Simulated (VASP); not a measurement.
# C (I4_1/amd) in VASP: single point with r2SCAN

Aim: the single point of C with r2SCAN.

Program: VASP 6.6.1. These are calculated values, not measurements. Logs are shortened: lines on timing, memory, paths and dates and some standing lists are left out, and cuts for length are marked.

### Step 1. The cell of the first run

The structure is tetragonal, space group I4_1/amd (No. 141). Conventional cell: a = 2.598 Å, b = 2.598 Å, c = 3.460 Å, α = 90.00°, β = 90.00°, γ = 90.00°. Within 2.1 Å of C (site symmetry -4m2) lie 4 C at 1.56 Å.

### Step 2. Single point, r2SCAN (strain +0.030 along x and y, -0.030 along z)

POSCAR

```
C
1.0
    0.0000000000      1.8369020000      1.7298980000
    1.8369020000      0.0000000000      1.7298980000
    1.8369020000      1.8369020000      0.0000000000
C
2
Direct
    0.5000000000      0.5000000000      0.5000000000
    0.7500000000      0.7500000000      0.7500000000
```

INCAR.step1

```
SYSTEM = C
PREC = Accurate
ENCUT = 520
ISMEAR = 0
SIGMA = 0.05
LREAL = .FALSE.
LASPH = .TRUE.
NELM = 60
NBANDS = 11
GGA = PE
ALGO = Normal
EDIFF = 1E-4
LWAVE = .TRUE.
LCHARG = .FALSE.
```

INCAR.step2

```
SYSTEM = C
PREC = Accurate
ENCUT = 520
EDIFF = 1E-6
ISMEAR = 0
SIGMA = 0.05
LREAL = .FALSE.
LASPH = .TRUE.
NELM = 60
ALGO = Normal
ISIF = 2
LWAVE = .FALSE.
LCHARG = .FALSE.
METAGGA = R2SCAN
LMIXTAU = .TRUE.
NBANDS = 11
ISTART = 1
```

KPOINTS

```
Automatic mesh
0
G
  12 12 12
  0 0 0
```

Potentials or basis: VASP PAW PBE potentials, release 64 (C).

On the command line:

```console
> cat potpaw_PBE.64/C/POTCAR > POTCAR
> cp INCAR.step1 INCAR
> mpirun -np 1 vasp_std > vasp.out
> cp INCAR.step2 INCAR
> mpirun -np 1 vasp_std > vasp.out
```

OUTCAR:

```text
SYSTEM = C
   PREC = Accurate
   ENCUT = 520
   EDIFF = 1E-6
   ISMEAR = 0
   LREAL = .FALSE.
   LASPH = .TRUE.
   NELM = 60
   ISIF = 2
   METAGGA = R2SCAN
   ISTART = 1

 ion  position               nearest neighbor table
   1  0.500  0.500  0.500-   2 1.56   2 1.56   2 1.56   2 1.56
   2  0.750  0.750  0.750-   1 1.56   1 1.56   1 1.56   1 1.56

  LATTYP: Found a body centered tetragonal cell.
 ALAT       =     2.5977717212
 C/A-ratio  =     1.3318321898

  Lattice vectors:

 A1 = (   0.0000000000,  -1.8369020000,  -1.7298980000)
 A2 = (   0.0000000000,   1.8369020000,  -1.7298980000)
 A3 = (   1.8369020000,   0.0000000000,   1.7298980000)

Analysis of symmetry for initial positions (statically):
=====================================================================
 Subroutine PRICEL returns:
 Original cell was already a primitive cell.

 Routine SETGRP: Setting up the symmetry group for a
 body centered tetragonal supercell.

 Subroutine GETGRP returns: Found 16 space group operations
 (whereof  8 operations were pure point group operations)
 out of a pool of 16 trial point group operations.

The static configuration has the point symmetry D_2d.
 The point group associated with its full space group is D_4h.

Analysis of symmetry for dynamics (positions and initial velocities):
=====================================================================
 Subroutine PRICEL returns:
 Original cell was already a primitive cell.

 Routine SETGRP: Setting up the symmetry group for a
 body centered tetragonal supercell.

 Subroutine GETGRP returns: Found 16 space group operations
 (whereof  8 operations were pure point group operations)
 out of a pool of 16 trial point group operations.

The dynamic configuration has the point symmetry D_2d.
 The point group associated with its full space group is D_4h.

 Subroutine INISYM returns: Found 16 space group operations
 (whereof  8 operations are pure point group operations),
 and found     1 'primitive' translations

----------------------------------------------------------------------------------------

                                     Primitive cell

  volume of cell :      11.6741

  direct lattice vectors                    reciprocal lattice vectors
     0.000000000  1.836902000  1.729898000    -0.272197428  0.272197428  0.289034382
     1.836902000  0.000000000  1.729898000     0.272197428 -0.272197428  0.289034382
     1.836902000  1.836902000  0.000000000     0.272197428  0.272197428 -0.289034382

  length of vectors
     2.523243161  2.523243161  2.597771721     0.481376935  0.481376935  0.481376935

  position of ions in fractional coordinates (direct lattice)
     0.500000000  0.500000000  0.500000000
     0.750000000  0.750000000  0.750000000

  ion indices of the primitive-cell ions
   primitive index   ion index
                 1           1
                 2           2

----------------------------------------------------------------------------------------

 KPOINTS: Automatic mesh

Automatic generation of k-mesh.
 Grid dimensions read from file:
 generate k-points for:   12   12   12

 Generating k-lattice:

  Cartesian coordinates                     Fractional coordinates (reciprocal lattice)
    -0.022683119  0.022683119  0.024086199     0.083333333  0.000000000  0.000000000
     0.022683119 -0.022683119  0.024086199     0.000000000  0.083333333  0.000000000
     0.022683119  0.022683119 -0.024086199    -0.000000000 -0.000000000  0.083333333

  Length of vectors
     0.040114745  0.040114745  0.040114745

  Shift w.r.t. Gamma in fractional coordinates (k-lattice)
     0.000000000  0.000000000  0.000000000

 Subroutine IBZKPT returns following result:
 ===========================================

 Found    163 irreducible k-points:

 Following reciprocal coordinates:
            Coordinates               Weight
  0.000000  0.000000  0.000000      1.000000
  0.083333  0.000000  0.000000      8.000000
  0.166667  0.000000  0.000000      8.000000
  0.250000  0.000000  0.000000      8.000000
  0.333333  0.000000  0.000000      8.000000
  0.416667  0.000000  0.000000      8.000000
[... 16 lines left out ...]
  0.500000  0.166667  0.000000      8.000000
 -0.416667  0.166667  0.000000      8.000000
 [... further k-points ...]
   k-points           NKPTS =    163   k-points in BZ     NKDIM =    163   number of bands    NBANDS=     11
   number of dos      NEDOS =    301   number of ions     NIONS =      2
   total plane-waves  NPLWV =   8000
   dimension x,y,z NGX =    20 NGY =   20 NGZ =   20
   dimension x,y,z NGXF=    40 NGYF=   40 NGZF=   40
   ions per type =               2
   NGX,Y,Z   is equivalent  to a cutoff of  13.18, 13.18, 12.80 a.u.
   NGXF,Y,Z  is equivalent  to a cutoff of  26.35, 26.35, 25.60 a.u.
 SYSTEM =  C
   PREC   = accura    normal or accurate (medium, high low for compatibility)
   ISTART =      1    job   : 0-new  1-cont  2-samecut
   ICHARG =      0    charge: 1-file 2-atom 10-const
   ISPIN  =      1    spin polarized calculation?
   LNONCOLLINEAR =      F non collinear calculations
   LSORBIT =      F    spin-orbit coupling
   LASPH  =      T    aspherical Exc in radial PAW
   ENCUT  =  520.0 eV  38.22 Ry    6.18 a.u.   4.69  4.69  4.83*2*pi/ulx,y,z
   NELM   =     60;   NELMIN=  2; NELMDL=  0     # of ELM steps
   EDIFF  = 0.1E-05   stopping-criterion for ELM
   LREAL  =      F    real-space projection
   EDIFFG = 0.1E-04   stopping-criterion for IOM
   NSW    =      0    number of steps for IOM
   IBRION =     -1    ionic relax: 0-MD 1-quasi-New 2-CG
   NFREE  =      0    steps in history (QN), initial steepest desc. (CG)
   ISIF   =      2    stress and relaxation
   ISYM   =      2    0-nonsym 1-usesym 2-fastsym
   POTIM  = 0.5000    time-step for ionic-motion
   TEBEG  =    0.0;   TEEND  =   0.0 temperature during run
   PSTRESS=    0.0 pullay stress
   NELECT =       8.0000    total number of electrons
   NUPDOWN=      -1.0000    fix difference up-down
   EMIN   =  10.00;   EMAX   =-10.00  energy-range for DOS
   EFERMI =   0.00;   METHOD = LEGACY
   ISMEAR =     0;   SIGMA  =   0.05  broadening in eV -4-tet -1-fermi 0-gaus
   EFERMI_NEDOS =   21; number of points for ismear=-14 and -15
   IALGO  =     38    algorithm
   IMIX   =      4    mixing-type and parameters
     AMIX     =   0.40;   BMIX     =  1.00
     AMIX_MAG =   1.60;   BMIX_MAG =  1.00
  volume/ion in A,a.u.               =       5.84        39.39
  Fermi-wavevector in a.u.,A,eV,Ry     =   1.443325  2.727488 28.343464  2.083186
  Thomas-Fermi vector in A             =   2.561745
   LORBIT       =      0    0 simple, 1 ext, 2 COOP (PROOUT), +10 PAW based schemes
   METAGGA = R2SCAN    functional components
   LHFCALC =     F    Hartree Fock is set to
   AEXX    =    0.0000 exact exchange contribution
   IVDW    =     0    specifies the selected vdW correction
   LEPSILON=     F    determine dielectric tensor
   LRPA    =     F    only Hartree local field effects (RPA)
 non-spin polarized calculation
 Gauss-broadening in eV      SIGMA  =   0.05
  energy-cutoff  :      520.00
  volume of cell :       11.67
 maximum number of plane-waves:       323
   NGX =  9   NGY =  9   NGZ =  9

 number of electron       8.0000001 magnetization

 Free energy of the ion-electron system (eV)
  ---------------------------------------------------
  ext. energy  EPLUGINS =         0.00000000
  ---------------------------------------------------
  free energy    TOTEN  =       -19.56256456 eV

  energy without entropy =      -19.56256456  energy(sigma->0) =      -19.56256456

 E-fermi :  10.2293     XC(G=0): -14.1048

 val. band max:        9.8849475921   @ k =   0.0000   0.0000   0.0000
 cond. band min:      12.6344149564   @ k =   0.3333   0.3333   0.0000
 fundamental gap:      2.7494673643
 Fermi energy:        10.2292597277

 k-point     1 :       0.0000    0.0000    0.0000
  band No.  band energies     occupation
      1     -12.9949      2.00000
      2       9.0154      2.00000
      3       9.0154      2.00000
      4       9.8849      2.00000
      5      14.5700      0.00000
      6      15.3616      0.00000
      7      15.3616      0.00000
      8      22.3843      0.00000
      9      29.3511      0.00000
     10      34.8341      0.00000
     11      36.7799      0.00000

 k-point     2 :       0.0833    0.0000    0.0000
  band No.  band energies     occupation
      1     -12.7975      2.00000
      2       7.9338      2.00000
      3       8.6680      2.00000
      4       9.3692      2.00000
      5      15.0229      0.00000
      6      15.7770      0.00000
      7      16.0720      0.00000
      8      22.6133      0.00000
      9      29.6916      0.00000
     10      33.2357      0.00000
     11      34.6279      0.00000

 k-point     3 :       0.1667    0.0000    0.0000
  band No.  band energies     occupation
      1     -12.2080      2.00000
      2       5.3744      2.00000
      3       7.8996      2.00000
      4       8.6201      2.00000
      5      15.8908      0.00000
      6      16.6544      0.00000
      7      17.2283      0.00000
      8      23.2837      0.00000
      9      30.3690      0.00000
     10      31.9608      0.00000
     11      33.0846      0.00000
[... 267 lines left out ...]
 k-point    23 :       0.5000    0.1667    0.0000
  band No.  band energies     occupation
      1      -6.9814      2.00000
      2      -3.2365      2.00000
      3       4.6766      2.00000
      4       4.7595      2.00000
      5      15.8131      0.00000
      6      20.2387      0.00000
      7      21.1591      0.00000
      8      23.3889      0.00000
      9      30.6056      0.00000
     10      34.2863      0.00000
     11      36.8094      0.00000

 k-point    24 :      -0.4167    0.1667    0.0000
  band No.  band energies     occupation
      1      -6.8334      2.00000
      2      -3.4284      2.00000
      3       4.2409      2.00000
      4       5.0381      2.00000
      5      16.1822      0.00000
      6      19.7963      0.00000
      7      21.2254      0.00000
      8      24.9688      0.00000
      9      29.3619      0.00000
     10      34.2453      0.00000
     11      34.7328      0.00000

 [... further k-points ...]

------------------------ aborting loop because EDIFF is reached ----------------------------------------

  FORCE on cell =-STRESS in cart. coord.  units (eV):
  Direction    XX          YY          ZZ          XY          YZ          ZX
  --------------------------------------------------------------------------------------
  -------------------------------------------------------------------------------------
  Total       -2.2725454     -2.2725454      1.6313354      0.0000000      0.0000000      0.0000000
  in kB     -311.8894538   -311.8894538    223.8882921      0.0000000      0.0000000      0.0000000
  external PRESSURE =    -133.2968718 kB  Pullay stress =       0.0000000 kB

 VOLUME and BASIS-vectors are now :
 -----------------------------------------------------------------------------
  energy-cutoff  :      520.00
  volume of cell :       11.67
      direct lattice vectors                 reciprocal lattice vectors
     0.000000000  1.836902000  1.729898000    -0.272197428  0.272197428  0.289034382
     1.836902000  0.000000000  1.729898000     0.272197428 -0.272197428  0.289034382
     1.836902000  1.836902000  0.000000000     0.272197428  0.272197428 -0.289034382

 POSITION                                       TOTAL-FORCE (eV/Angst)
 -----------------------------------------------------------------------------------
      1.83690      1.83690      1.72990         0.000000      0.000000      0.000000
      2.75535      2.75535      2.59485        -0.000000     -0.000000      0.000000
 -----------------------------------------------------------------------------------
    total drift:                                0.000000     -0.000000      0.000000

  FREE ENERGIE OF THE ION-ELECTRON SYSTEM (eV)
  ---------------------------------------------------
  free  energy   TOTEN  =       -19.5625645584 eV

  energy  without entropy=      -19.5625645584  energy(sigma->0) =      -19.56256456
```

Run time: 58 s. Hardware: 1 thread of Intel Xeon 8259CL, shared host; peak memory 0.13 GiB.

What came out:

```
Free energy            : -19.5626 eV
Pressure               : -13.3 GPa
Band gap on the k mesh : 2.75 eV (least direct gap 4.69 eV)
```

Caveat: the cell differs from its parent crystal (strain +0.030 along x and y, -0.030 along z); the cell stands under tension; the PAW data sets were made with another functional, which shifts forces and pressure a little.
